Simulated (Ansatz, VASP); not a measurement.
Two plane-wave programs on Re

The input INCAR:

```
PREC = Accurate ; ENCUT = 520
EDIFF = 1E-6 ; ISMEAR = 0
SIGMA = 0.15 ; LREAL = False
LASPH = True ; NELM = 100
ALGO = Fast ; ISIF = 2
LWAVE = False ; LCHARG = True
GGA = PS ; LELF = True
LVHAR = True ; NBANDS = 14
```

The input KPOINTS:

```
regular mesh
0
Gamma
  18 18 10
```

The input POSCAR:

```
Re
1.0
    2.7502953086      0.0000000000     -0.1512662420
   -1.3751476543      2.3818256051     -0.0553672873
   -0.2443809628     -0.2443809628      4.4432902328
Re
2
Direct
    0.3333333333      0.6666666667      0.2500000000
    0.6666666667      0.3333333333      0.7500000000
```

Input for Ansatz:

```yaml
crystal:
  lattice:
    - [2.7502953086, 0.0, -0.151266242]
    - [-1.3751476543, 2.3818256051, -0.0553672873]
    - [-0.2443809628, -0.2443809628, 4.4432902328]
  atoms:
    - { symbol: Re, position: [0.3333333333, 0.6666666667, 0.25] }
    - { symbol: Re, position: [0.6666666667, 0.3333333333, 0.75] }
basis:
  ecutwfc: 420
kpoints:
  mp_grid: { grid: [18, 18, 10] }
hamiltonian:
  xc: pbesol
scf:
  occupations: { method: gaussian, width: 0.15 }
output:
  forces: true
  stress: true
  eigenvalues: true
```

Change from the starting cell: engineering shear strain xz -0.1100, engineering shear strain yz -0.1100.

Alike in both runs: task single point; functional PBEsol; k mesh 18 × 18 × 10; occupations gaussian, width 0.15 eV; no spin polarisation.

```csv
,VASP,Ansatz
version,VASP 6.6.1,Ansatz 0.2.0
potentials or method,"VASP PAW PBE potentials, release 64 (Re), cutoff 520 eV","scalar-relativistic, plane waves, PAW"
valence electrons in the cell,14,30
```

Ansatz gave:

| Quantity | Value |
| --- | --- |
| gap on the k mesh at the Fermi level (eV) | none |
| pressure (GPa) | 6.9 |
| traceless stress, the component that is largest in VASP (GPa) | 16.53 |
| rms of the force components (eV/Å) | 0.198 |

Q: What did VASP give for the same quantities?

A: gap on the k mesh at the Fermi level (eV): none; pressure (GPa): 7.0; traceless stress, the component that is largest in VASP (GPa): 16.37; rms of the force components (eV/Å): 0.183.

VASP's potentials were made for PBE, not for PBEsol. Atom by atom the forces differ by 0.015 eV/Å (rms over components). A gap of «none» marks a metal or a gap that the smearing closes. VASP's potentials hold 14 valence electrons a cell and Ansatz's 30, so a difference there can come from the potentials and not from the codes.

Neither program's run includes spin-orbit coupling.
